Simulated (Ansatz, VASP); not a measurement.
**P in VASP and in Ansatz**

File INCAR:

```
SYSTEM = P
ALGO = Normal
EDIFF = 1E-6
ENCUT = 520
ISIF = 2
ISMEAR = 0
LASPH = .TRUE.
LCHARG = .FALSE.
LREAL = .FALSE.
LWAVE = .FALSE.
NBANDS = 8
NELM = 80
PREC = Accurate
SIGMA = 0.15
```

Contents of KPOINTS:

```
k-points
0
G
  12 12 12
  0 0 0
```

The input POSCAR:

```
P
1.0
    4.2729048574      0.0640935729      0.0000000000
    0.0640935729      4.2729048574      0.0000000000
    0.0000000000      0.0000000000      4.3780000000
P
1
Direct
    0.0000000000      0.0000000000      0.0000000000
```

Input for Ansatz:

```yaml
crystal:
  lattice:
    - [4.2729048574, 0.0640935729, 0.0]
    - [0.0640935729, 4.2729048574, 0.0]
    - [0.0, 0.0, 4.378]
  atoms:
    - { symbol: P, position: [0.0, 0.0, 0.0] }
basis:
  ecutwfc: 420
kpoints:
  mp_grid: { grid: [12, 12, 12] }
hamiltonian:
  xc: lda
scf:
  occupations: { method: gaussian, width: 0.15 }
output:
  forces: true
  stress: true
  eigenvalues: true
```

Change from the starting cell: strain +0.0300 x Voigt [0, 0, 0, 0, 0, 1], atoms carried along.

Alike in both runs: task single point; functional LDA; k mesh 12 × 12 × 12; occupations gaussian, width 0.15 eV; no spin polarisation.

|  | VASP | Ansatz |
| --- | --- | --- |
| version | VASP 6.6.1 | Ansatz 0.2.0 |
| potentials or method | VASP PAW LDA potentials, release 64 (P), cutoff 520 eV | scalar-relativistic, plane waves, PAW |
| valence electrons in the cell | 5 | 5 |

```tsv
	VASP	Ansatz	Ansatz less VASP
gap on the k mesh at the Fermi level (eV)	none	none	-
pressure (GPa)	-4.1	-4.1	+0.01
traceless stress, the component that is largest in VASP (GPa)	0.28	0.28	-0.001
```

LDA's correlation is that of Perdew and Zunger in VASP and of Perdew and Wang (1992) in Ansatz. A gap of «none» marks a metal or a gap that the smearing closes.
